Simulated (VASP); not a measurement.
Ge3Pd, 4 atoms in the cell. The structure is cubic, space group Pm-3m (No. 221). The conventional cell has a = 4.137 Å, b = 4.137 Å, c = 4.137 Å, α = 90.00°, β = 90.00°, γ = 90.00°. Within 3.9 Å of Ge (site symmetry 4/mmm) lie 8 Ge at 2.93 Å and 4 Pd at 2.93 Å. Within 3.9 Å of Pd (site symmetry m-3m) lie 12 Ge at 2.93 Å. 

* Program: VASP 6.6.1
* Task: elastic constants
* Functional: PBE
* Potentials or basis: VASP PAW PBE potentials, release 64 (Ge_d, Pd)
* Cutoff: 600 eV
* k mesh: 5 × 5 × 5
* Occupations: methfessel-paxton, width 0.05 eV
* Spin: no spin polarisation
* Dipole correction: no
* Ions in elastic constants: relaxed
* Further INCAR settings: ALGO = Normal; EDIFF = 1e-08; NBANDS = 34; IBRION = 6; POTIM = 0.015; NSW = 1; ISIF = 3

Potentials or basis: VASP PAW PBE potentials, release 64 (Ge_d, Pd).

Launch:

```console
$ cat potpaw_PBE.64/Ge_d/POTCAR potpaw_PBE.64/Pd/POTCAR > POTCAR
$ mpirun -np 1 vasp_std > vasp.out
```

Hardware: 1 thread of Intel(R) Xeon(R) 6975P-C (Granite Rapids) (shared host).

Estimate the wall time of this run.

Run time: 11 min on 1 thread of Intel(R) Xeon(R) 6975P-C (Granite Rapids), on a shared host, peak memory 0.33 GiB. Counts: scf iterations 233, k points 10.
